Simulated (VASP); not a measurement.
# BaTiO3: relaxation of cell and atoms with r2SCAN

BaTiO3:

```
Ba Ti O
1.0
     3.99980    0.00000    0.00000
     0.00000    3.99980    0.00000
     0.00000    0.00000    4.01800
Ba Ti O
1 1 3
Cartesian
  0.0000 0.0000 0.0000
  1.9999 1.9999 1.9688
  0.0000 1.9999 2.0773
  1.9999 0.0000 2.0773
  1.9999 1.9999 0.0763
```

- Program: VASP 6.6.1
- Task: relaxation of cell and atoms
- Functional: r2SCAN
- Potentials or basis: VASP PAW PBE potentials, release 64 (Ba_sv, Ti_sv, O)
- Cutoff: 600 eV
- k mesh: 7 × 7 × 7
- Occupations: fermi-dirac, width 0.05 eV
- Spin: no spin polarisation
- Dipole correction: no
- Further INCAR settings: ALGO = Normal; EDIFF = 1e-06; IBRION = 2; EDIFFG = -0.01; NSW = 60; ISIF = 3

```
Relaxed volume                         : 13.09 Å³/atom
Relaxed cell                           : a = 3.987 Å, b = 3.987 Å, c = 4.116 Å, α = 90.00°, β = 90.00°, γ = 90.00°
Space group after relaxing (to 0.05 Å) : P4mm (No. 99)
Energy gained by relaxing              : 3.6 meV/atom
Ionic steps                            : 14
Pressure after relaxing                : 0.0 GPa
Band gap on the k mesh                 : 2.29 eV, indirect (least direct gap 2.66 eV)
```

Step by step:
| step | energy change (eV) | largest force (eV/Å) | pressure (GPa) | volume (Å³) |
| --- | --- | --- | --- | --- |
| 1 | 0.0000 | 0.3064 | 1.06 | 64.28 |
| 2 | -0.0074 | 0.2277 | -0.83 | 65.08 |
| 3 | -0.0075 | 0.2186 | -1.07 | 65.18 |
| 4 | -0.0125 | 0.1199 | -0.09 | 65.01 |
| 5 | -0.0127 | 0.0977 | 0.17 | 64.96 |
| 6 | -0.0145 | 0.0789 | 0.19 | 65.02 |
| 7 | -0.0163 | 0.0895 | 0.26 | 65.13 |
| 8 | -0.0165 | 0.1029 | 0.31 | 65.17 |
| 9 | -0.0173 | 0.0737 | -0.38 | 65.52 |
| 10 | -0.0173 | 0.0759 | -0.35 | 65.50 |
| 11 | -0.0177 | 0.0738 | 0.17 | 65.40 |
| 12 | -0.0178 | 0.0568 | 0.05 | 65.42 |
| 13 | -0.0179 | 0.0116 | 0.00 | 65.43 |
| 14 | -0.0180 | 0.0012 | 0.00 | 65.43 |

Final structure:
```yaml
crystal:
  lattice:
    - [3.98727, 0.00000, 0.00000]
    - [0.00000, 3.98727, 0.00000]
    - [0.00000, 0.00000, 4.11552]
  atoms:
    - { symbol: Ba, position: [0.00000, 0.00000, 0.99722] }
    - { symbol: Ti, position: [0.50000, 0.50000, 0.47918] }
    - { symbol: O, position: [0.00000, 0.50000, 0.51672] }
    - { symbol: O, position: [0.50000, 0.00000, 0.51672] }
    - { symbol: O, position: [0.50000, 0.50000, 0.03316] }
```

Levels at points of the mesh, in eV from the valence-band top:
```csv
k point,band 17,band 18,band 19,band 20,band 21,band 22,band 23,band 24
"(0.00, 0.00, 0.00)",-1.17,-0.57,-0.37,-0.37,2.29,2.72,2.72,4.40
```

Wall time 10 min on 1 thread of Intel(R) Xeon(R) 6975P-C (Granite Rapids), with other jobs on the host, peak memory 0.26 GiB.

Caveat: the PAW data sets were made with another functional, which shifts forces and pressure a little; spin-orbit coupling is left out, which moves the levels of the heavy elements. Zero-point motion and thermal expansion aren't in these numbers.
